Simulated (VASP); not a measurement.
# Os in VASP: further runs

Os is run at these levels: PBE; tasks: single point.

Program: VASP 6.6.1. These are calculated values, not measurements. Logs are shortened: lines on timing, memory, paths and dates and some standing lists are left out, and cuts for length are marked.

## Step 1: The cell of the first run

The typed cell holds 8 atoms: a = 5.510 Å, b = 5.510 Å, c = 4.344 Å, α = 89.99°, β = 89.99°, γ = 59.97°.

## Step 2: Single point, PBE

Input file INCAR:

```
ALGO = Fast
EDIFF = 1E-6
ENCUT = 520
GGA = PE
ISIF = 2
ISMEAR = 0
LASPH = T
LCHARG = F
LREAL = F
LWAVE = F
NBANDS = 42
NELM = 60
PREC = Accurate
SIGMA = 0.1
```

Input file KPOINTS:

```
k-points
0
Gamma
  4 4 4
```

Input file POSCAR:

```
Os
1.0
    4.6443045821     -2.7535631601      1.0985982987
    4.6443045821      2.7535631601      1.0985982987
   -0.9991138343      0.0000000000      4.2273071002
Os
8
Direct
    0.8332969172      0.8332969172      0.2499642935
    0.1667030828      0.1667030828      0.7500357065
    0.3333240802      0.3333240802      0.2499871708
    0.6666759198      0.6666759198      0.7500128292
    0.8333111033      0.3332949520      0.2499698477
    0.6667050480      0.1666888967      0.7500301523
    0.1666888967      0.6667050480      0.7500301523
    0.3332949520      0.8333111033      0.2499698477
```

Potentials or basis: VASP PAW PBE potentials, release 64 (Os).

Command:

```console
> cat potpaw_PBE.64/Os/POTCAR > POTCAR
> mpirun -np 1 vasp_std > vasp.out
```

OUTCAR:

```text
EDIFF = 1E-6
   ENCUT = 520
   GGA = PE
   ISIF = 2
   ISMEAR = 0
   LASPH = T
   LREAL = F
   NELM = 60
   PREC = Accurate

 ion  position               nearest neighbor table
   1  0.833  0.833  0.250-   6 2.69   7 2.69   4 2.69   4 2.69   7 2.69   6 2.69   3 2.75   3 2.75
                             5 2.75   8 2.75   5 2.75   8 2.75
   2  0.167  0.167  0.750-   5 2.69   8 2.69   3 2.69   3 2.69   5 2.69   8 2.69   4 2.75   4 2.75
                             6 2.75   7 2.75   6 2.75   7 2.75
   3  0.333  0.333  0.250-   6 2.69   7 2.69   2 2.69   2 2.69   7 2.69   6 2.69   1 2.75   1 2.75
                             5 2.75   8 2.75   8 2.76   5 2.76
   4  0.667  0.667  0.750-   5 2.69   8 2.69   1 2.69   1 2.69   5 2.69   8 2.69   2 2.75   2 2.75
                             6 2.75   7 2.75   7 2.76   6 2.76
   5  0.833  0.333  0.250-   2 2.69   4 2.69   6 2.69   6 2.69   4 2.69   2 2.69   8 2.75   8 2.75
                             3 2.75   1 2.75   1 2.75   3 2.76
   6  0.667  0.167  0.750-   1 2.69   3 2.69   5 2.69   5 2.69   3 2.69   1 2.69   7 2.75   7 2.75
                             4 2.75   2 2.75   2 2.75   4 2.76
   7  0.167  0.667  0.750-   1 2.69   3 2.69   8 2.69   8 2.69   3 2.69   1 2.69   6 2.75   6 2.75
                             4 2.75   2 2.75   2 2.75   4 2.76
   8  0.333  0.833  0.250-   2 2.69   4 2.69   7 2.69   7 2.69   4 2.69   2 2.69   5 2.75   5 2.75
                             3 2.75   1 2.75   1 2.75   3 2.76

  LATTYP: Found a base centered monoclinic cell.
 ALAT       =     9.5449428020
 B/A-ratio  =     0.5769679750
 C/A-ratio  =     0.4550862092
 COS(beta)  =    -0.0001892586

  Lattice vectors:

 A1 = (  -4.6443045821,   2.7535631601,  -1.0985982987)
 A2 = (  -4.6443045821,  -2.7535631601,  -1.0985982987)
 A3 = (  -0.9991138343,   0.0000000000,   4.2273071002)

Analysis of symmetry for initial positions (statically):
=====================================================================
 Subroutine PRICEL returns:
 Original cell was already a primitive cell.

 Routine SETGRP: Setting up the symmetry group for a
 base centered monoclinic supercell.

 Subroutine GETGRP returns: Found  4 space group operations
 (whereof  4 operations were pure point group operations)
 out of a pool of  4 trial point group operations.

The static configuration has the point symmetry C_2h.

Analysis of symmetry for dynamics (positions and initial velocities):
=====================================================================
 Subroutine PRICEL returns:
 Original cell was already a primitive cell.

 Routine SETGRP: Setting up the symmetry group for a
 base centered monoclinic supercell.

 Subroutine GETGRP returns: Found  4 space group operations
 (whereof  4 operations were pure point group operations)
 out of a pool of  4 trial point group operations.

The dynamic configuration has the point symmetry C_2h.

 Subroutine INISYM returns: Found  4 space group operations
 (whereof  4 operations are pure point group operations),
 and found     1 'primitive' translations

----------------------------------------------------------------------------------------

                                     Primitive cell

  volume of cell :     114.1656

  direct lattice vectors                    reciprocal lattice vectors
     4.644304582 -2.753563160  1.098598299     0.101958508 -0.181582906  0.024097647
     4.644304582  2.753563160  1.098598299     0.101958508  0.181582906  0.024097647
    -0.999113834  0.000000000  4.227307100    -0.052994230  0.000000000  0.224032158

  length of vectors
     5.509863279  5.509863279  4.343771837     0.209639180  0.209639180  0.230214674

  position of ions in fractional coordinates (direct lattice)
     0.833296917  0.833296917  0.249964293
     0.166703083  0.166703083  0.750035707
     0.333324080  0.333324080  0.249987171
     0.666675920  0.666675920  0.750012829
     0.833311103  0.333294952  0.249969848
     0.666705048  0.166688897  0.750030152
     0.166688897  0.666705048  0.750030152
     0.333294952  0.833311103  0.249969848

  ion indices of the primitive-cell ions
   primitive index   ion index
                 1           1
                 2           2
                 3           3
                 4           4
                 5           5
                 6           6
                 7           7
                 8           8

----------------------------------------------------------------------------------------

 KPOINTS: k-points

Automatic generation of k-mesh.
 Grid dimensions read from file:
 generate k-points for:    4    4    4

 Generating k-lattice:

  Cartesian coordinates                     Fractional coordinates (reciprocal lattice)
     0.025489627 -0.045395726  0.006024412     0.250000000  0.000000000  0.000000000
     0.025489627  0.045395726  0.006024412     0.000000000  0.250000000  0.000000000
    -0.013248558  0.000000000  0.056008039    -0.000000000 -0.000000000  0.250000000

  Length of vectors
     0.052409795  0.052409795  0.057553669

  Shift w.r.t. Gamma in fractional coordinates (k-lattice)
     0.000000000  0.000000000  0.000000000

 Subroutine IBZKPT returns following result:
 ===========================================

 Found     24 irreducible k-points:

 Following reciprocal coordinates:
            Coordinates               Weight
  0.000000  0.000000  0.000000      1.000000
  0.250000  0.000000  0.000000      4.000000
  0.500000  0.000000  0.000000      2.000000
  0.250000  0.250000  0.000000      2.000000
  0.500000  0.250000  0.000000      4.000000
 -0.250000  0.250000  0.000000      2.000000
[... 16 lines left out ...]
 -0.250000  0.250000  0.500000      2.000000
  0.500000  0.500000  0.500000      1.000000
   k-points           NKPTS =     24   k-points in BZ     NKDIM =     24   number of bands    NBANDS=     42
   number of dos      NEDOS =    301   number of ions     NIONS =      8
   total plane-waves  NPLWV =  56448
   dimension x,y,z NGX =    42 NGY =   42 NGZ =   32
   dimension x,y,z NGXF=    84 NGYF=   84 NGZF=   64
   ions per type =               8
   NGX,Y,Z   is equivalent  to a cutoff of  12.67, 12.67, 12.25 a.u.
   NGXF,Y,Z  is equivalent  to a cutoff of  25.34, 25.34, 24.49 a.u.
 SYSTEM =  unknown system
   PREC   = accura    normal or accurate (medium, high low for compatibility)
   ISTART =      0    job   : 0-new  1-cont  2-samecut
   ICHARG =      2    charge: 1-file 2-atom 10-const
   ISPIN  =      1    spin polarized calculation?
   LNONCOLLINEAR =      F non collinear calculations
   LSORBIT =      F    spin-orbit coupling
   LASPH  =      T    aspherical Exc in radial PAW
   ENCUT  =  520.0 eV  38.22 Ry    6.18 a.u.  10.24 10.24  8.08*2*pi/ulx,y,z
   NELM   =     60;   NELMIN=  2; NELMDL= -5     # of ELM steps
   EDIFF  = 0.1E-05   stopping-criterion for ELM
   LREAL  =      F    real-space projection
   EDIFFG = 0.1E-04   stopping-criterion for IOM
   NSW    =      0    number of steps for IOM
   IBRION =     -1    ionic relax: 0-MD 1-quasi-New 2-CG
   NFREE  =      0    steps in history (QN), initial steepest desc. (CG)
   ISIF   =      2    stress and relaxation
   ISYM   =      2    0-nonsym 1-usesym 2-fastsym
   POTIM  = 0.5000    time-step for ionic-motion
   TEBEG  =    0.0;   TEEND  =   0.0 temperature during run
   PSTRESS=    0.0 pullay stress
   NELECT =      64.0000    total number of electrons
   NUPDOWN=      -1.0000    fix difference up-down
   EMIN   =  10.00;   EMAX   =-10.00  energy-range for DOS
   EFERMI =   0.00;   METHOD = LEGACY
   ISMEAR =     0;   SIGMA  =   0.10  broadening in eV -4-tet -1-fermi 0-gaus
   EFERMI_NEDOS =   21; number of points for ismear=-14 and -15
   IALGO  =     68    algorithm
   IMIX   =      4    mixing-type and parameters
     AMIX     =   0.40;   BMIX     =  1.00
     AMIX_MAG =   1.60;   BMIX_MAG =  1.00
  volume/ion in A,a.u.               =      14.27        96.30
  Fermi-wavevector in a.u.,A,eV,Ry     =   1.349863  2.550871 24.791586  1.822130
  Thomas-Fermi vector in A             =   2.477415
   LORBIT       =      0    0 simple, 1 ext, 2 COOP (PROOUT), +10 PAW based schemes
   GGA     = PE    functional components
   LHFCALC =     F    Hartree Fock is set to
   AEXX    =    0.0000 exact exchange contribution
   IVDW    =     0    specifies the selected vdW correction
   LEPSILON=     F    determine dielectric tensor
   LRPA    =     F    only Hartree local field effects (RPA)
 non-spin polarized calculation
 RMM-DIIS sequential band-by-band and
 Gauss-broadening in eV      SIGMA  =   0.10
  energy-cutoff  :      520.00
  volume of cell :      114.17
 maximum number of plane-waves:      3088
 NGX is ok and might be reduce to    42

 number of electron      64.0000001 magnetization

 Free energy of the ion-electron system (eV)
  ---------------------------------------------------
  ext. energy  EPLUGINS =         0.00000000
  ---------------------------------------------------
  free energy    TOTEN  =       -90.16401861 eV

  energy without entropy =      -90.14553163  energy(sigma->0) =      -90.15477512

 E-fermi :   9.1056     XC(G=0): -13.9412

 val. band max:        9.0114097859   @ k =   0.5000   0.2500   0.2500
 cond. band min:       9.1152377496   @ k =   0.5000   0.5000   0.2500
 fundamental gap:      0.1038279637
 Fermi energy:         9.1056210033

 k-point     1 :       0.0000    0.0000    0.0000
  band No.  band energies     occupation
      1      -1.5958      2.00000
      2       1.5735      2.00000
      3       2.1526      2.00000
      4       2.1527      2.00000
      5       2.1527      2.00000
      6       2.3067      2.00000
[... 34 lines left out ...]
     41      11.8000      0.00000
     42      11.8015      0.00000
[... 994 lines left out ...]
      2       2.1986      2.00000
      3       2.1995      2.00000
      4       2.1995      2.00000
      5       2.9001      2.00000
      6       2.9002      2.00000
[... 34 lines left out ...]
     41      11.3656      0.00000
     42      11.3665      0.00000

------------------------ aborting loop because EDIFF is reached ----------------------------------------

  FORCE on cell =-STRESS in cart. coord.  units (eV):
  Direction    XX          YY          ZZ          XY          YZ          ZX
  --------------------------------------------------------------------------------------
  -------------------------------------------------------------------------------------
  Total       -0.2538795     -0.0071755     -0.3205097      0.0000000      0.0000000     -0.0219586
  in kB       -3.5628933     -0.1006995     -4.4979679      0.0000000      0.0000000     -0.3081630
  external PRESSURE =      -2.7205202 kB  Pullay stress =       0.0000000 kB

 VOLUME and BASIS-vectors are now :
 -----------------------------------------------------------------------------
  energy-cutoff  :      520.00
  volume of cell :      114.17
      direct lattice vectors                 reciprocal lattice vectors
     4.644304582 -2.753563160  1.098598299     0.101958508 -0.181582906  0.024097647
     4.644304582  2.753563160  1.098598299     0.101958508  0.181582906  0.024097647
    -0.999113834  0.000000000  4.227307100    -0.052994230  0.000000000  0.224032158

 POSITION                                       TOTAL-FORCE (eV/Angst)
 -----------------------------------------------------------------------------------
      7.49043      0.00000      2.88759         0.003028      0.000000      0.005197
      0.79907      0.00000      3.53691        -0.003028      0.000000     -0.005197
      2.84635      0.00000      1.78915         0.001284      0.000000      0.003098
      5.44314      0.00000      4.63535        -0.001284      0.000000     -0.003098
      5.16833     -1.37683      2.33833         0.003506      0.000018      0.004881
      3.12117     -1.37683      4.08617        -0.003506      0.000018     -0.004881
      3.12117      1.37683      4.08617        -0.003506     -0.000018     -0.004881
      5.16833      1.37683      2.33833         0.003506     -0.000018      0.004881
 -----------------------------------------------------------------------------------
    total drift:                               -0.000000     -0.000000      0.000000

  FREE ENERGIE OF THE ION-ELECTRON SYSTEM (eV)
  ---------------------------------------------------
  free  energy   TOTEN  =       -90.1640186059 eV

  energy  without entropy=      -90.1455316271  energy(sigma->0) =      -90.15477512
```

Run time: 98 s. Hardware: 1 thread of Intel Xeon Platinum 8488C (Sapphire Rapids), shared host; peak memory 0.26 GiB.

Results:

| Property | Result |
| --- | --- |
| Free energy | -90.1640 eV |
| Pressure | -0.3 GPa |
| Largest force | 0.006 eV/Å |
| Band gap on the k mesh | zero (bands 32 and 33 overlap by 1.99 eV) |

Forces in eV/Å, atoms in the order of the input:
```
Os   0.003  0.000  0.005
Os  -0.003  0.000 -0.005
Os   0.001  0.000  0.003
Os  -0.001  0.000 -0.003
Os   0.004  0.000  0.005
Os  -0.004  0.000 -0.005
Os  -0.004  0.000 -0.005
Os   0.004  0.000  0.005
```

Stress tensor (GPa, compression positive):
```
-0.36  0.00 -0.03
 0.00 -0.01  0.00
-0.03  0.00 -0.45
```

Caveat: the k points lie up to 0.36 Å⁻¹ apart, too coarse for converged energies and pressures of a metal; spin-orbit coupling is left out, which moves the levels of the heavy elements.

## Step 3: Single point, PBE

This run uses another cell than the first one: it holds 4 atoms, not 8.

Input file INCAR:

```
  ALGO = Normal
  EDIFF = 1E-7
  ENCUT = 520
  GGA = PE
  ISIF = 2
  ISMEAR = 0
  LASPH = True
  LCHARG = False
  LREAL = False
  LWAVE = False
  NBANDS = 24
  NELM = 60
  PREC = Accurate
  SIGMA = 0.1
```

Input file KPOINTS:

```
k-points
0
Gamma
  6 6 2
```

Input file POSCAR:

```
Os
1.0
    4.2086505327      0.0000000000      0.0000000000
   -2.1043252664      3.6447982770      0.0000000000
    0.0000000000      0.0000000000      4.9360151813
Os
4
Direct
    0.0000000000      0.0000000000      0.2500000000
    0.0000000000      0.0000000000      0.7500000000
    0.3333333333      0.6666666667      0.7500000000
    0.6666666667      0.3333333333      0.2500000000
```

Potentials or basis: VASP PAW PBE potentials, release 64 (Os).

Command:

```console
> cat potpaw_PBE.64/Os/POTCAR > POTCAR
> mpirun -np 1 vasp_std > vasp.out
```

It took 23 s on 1 thread of Intel Xeon Platinum 8488C (Sapphire Rapids), shared host; peak memory 0.19 GiB.

Results (log left out):

```yaml
Free_energy: -38.1230 eV
Pressure: -0.7 GPa
Band_gap_on_the_k_mesh: zero (bands 16 and 17 overlap by 1.44 eV)
```

Stress tensor (GPa, compression positive):
```
-0.90  0.00  0.00
 0.00 -0.90  0.00
 0.00  0.00 -0.28
```

Levels at points of the mesh, in eV from the Fermi level:
```csv
k point,band 13,band 14,band 15,band 16,band 17,band 18,band 19,band 20
"(0.00, 0.00, 0.00)",-2.12,-1.85,-1.85,-1.17,-0.43,0.59,0.59,0.93
"(0.50, 0.00, 0.00)",-1.33,-0.38,-0.11,0.77,0.93,1.04,1.36,1.85
"(0.00, 0.00, 0.50)",-1.63,-1.63,-1.63,-1.63,-0.45,-0.45,0.03,0.03
"(0.50, 0.00, 0.50)",-1.40,-1.40,0.10,0.10,0.36,0.36,0.60,0.60
```

Caveat: the k points lie up to 0.64 Å⁻¹ apart, too coarse for converged energies and pressures of a metal; spin-orbit coupling is left out, which moves the levels of the heavy elements.

## Step 4: Single point, PBE

This run uses another cell than the first one: it holds 4 atoms, not 8.

Input file INCAR:

```
SYSTEM = Os
ALGO = Fast ; EDIFF = 1E-6
ENCUT = 520 ; GGA = PE
ISIF = 2 ; ISMEAR = 0
LASPH = .True. ; LCHARG = .False.
LREAL = .False. ; LWAVE = .False.
NBANDS = 24 ; NELM = 60
PREC = Accurate ; SIGMA = 0.1
```

Input file KPOINTS:

```
k-points
0
Gamma
  6 6 4
  0 0 0
```

Input file POSCAR:

```
Os
1.0
    3.4265512802      0.0000000000      0.0000000000
   -1.7132756401      2.9674804561      0.0000000000
    0.0000000000      0.0000000000      5.6538096124
Os
4
Direct
    0.3333333333      0.6666666667      0.4375000000
    0.6666666667      0.3333333333      0.9375000000
    0.6666666667      0.3333333333      0.5625000000
    0.3333333333      0.6666666667      0.0625000000
```

Command:

```console
> cat potpaw_PBE.64/Os/POTCAR > POTCAR
> mpirun -np 1 vasp_std > vasp.out
```

Run time: 28 s. Hardware: 1 thread of Intel Xeon Platinum 8488C (Sapphire Rapids), shared host; peak memory 0.18 GiB.

It converged, with:

* Free energy: -28.2388 eV
* Pressure: 188.9 GPa
* Largest force: 0.393 eV/Å
* Band gap on the k mesh: zero (bands 16 and 17 overlap by 1.00 eV)

Forces in eV/Å, atoms in the order of the input:
```
Os   0.000  0.000  0.393
Os   0.000  0.000  0.393
Os   0.000  0.000 -0.393
Os   0.000  0.000 -0.393
```

Stress tensor (GPa, compression positive):
```
188.48   0.00   0.00
  0.00 188.48   0.00
  0.00   0.00 189.73
```

Levels at points of the mesh, in eV from the Fermi level:
```
           k point  band 14  band 15  band 16  band 17  band 18  band 19
(0.00, 0.00, 0.00)    -1.48    -1.48    -0.87     0.25     0.25     3.27
(0.50, 0.00, 0.00)    -2.29    -1.69     0.01     0.82     1.94     2.79
(0.00, 0.00, 0.50)    -3.14    -0.16    -0.16    -0.16    -0.16     4.00
(0.50, 0.00, 0.50)    -2.35    -0.37    -0.37     1.88     1.88     2.60
```

Caveat: the cell stands under pressure; spin-orbit coupling is left out, which moves the levels of the heavy elements.

## Step 5: The runs side by side

| cell | k mesh | gap on the mesh (eV) | pressure (GPa) | largest force (eV/Å) |
| --- | --- | --- | --- | --- |
| a = 5.510, b = 5.510, c = 4.344 Å, angles 90.0, 90.0, 60.0°, 8 atoms, atomic positions A | 4 × 4 × 4 | none | -0.3 | 0.01 |
| a = 4.209, b = 4.209, c = 4.936 Å, angles 90.0, 90.0, 120.0°, 4 atoms, atomic positions B | 6 × 6 × 2 | none | -0.7 | - |
| a = 3.427, b = 3.427, c = 5.654 Å, angles 90.0, 90.0, 120.0°, 4 atoms, atomic positions C | 6 × 6 × 4 | none | 188.9 | 0.39 |

Alike in all rows: task single point; level PBE; potentials or basis VASP PAW PBE potentials, release 64 (Os); no spin polarisation; cutoff (eV) 520; smearing gaussian 0.1 eV.

Caveats: some runs use coarse meshes; spin-orbit coupling is left out, which moves the levels of the heavy elements; the cell stands under pressure (at least some runs).

Absolute energies hang on the potentials; compare differences alone.

The gap in the log of VASP goes by the Fermi energy; the results here count the filled bands.